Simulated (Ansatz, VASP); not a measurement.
## Ta in VASP and in Ansatz

```
Ta
1.0
    -1.37379    1.37379    2.15108
     1.37379   -1.37379    2.15108
     1.37379    1.37379   -2.15108
Ta
1
Direct
  0.00000 0.00000 0.00000
```

Alike in both runs: task single point; functional PBEsol; k mesh 22 × 22 × 22; occupations gaussian, width 0.15 eV; no spin polarisation.

|  | VASP | Ansatz |
| --- | --- | --- |
| version | VASP 6.6.1 | Ansatz 0.2.0 |
| potentials or method | VASP PAW PBE potentials, release 64 (Ta_pv), cutoff 520 eV | scalar-relativistic, plane waves, PAW |
| valence electrons in the cell | 11 | 13 |

|  | VASP | Ansatz | Ansatz less VASP |
| --- | --- | --- | --- |
| gap on the k mesh at the Fermi level (eV) | none | none | - |
| pressure (GPa) | 27.0 | 26.5 | -0.47 |
| traceless stress, the component that is largest in VASP (GPa) | 9.37 | 9.38 | +0.015 |

VASP's potentials were made for PBE, not for PBEsol, and Ansatz warns of the same on its side. A gap of «none» marks a metal or a gap that the smearing closes. The functional is the same, so the differences come from potentials, cutoffs and numerics. VASP's potentials hold 11 valence electrons a cell and Ansatz's 13, so a difference there can come from the potentials and not from the codes.

Spin-orbit coupling is off throughout.
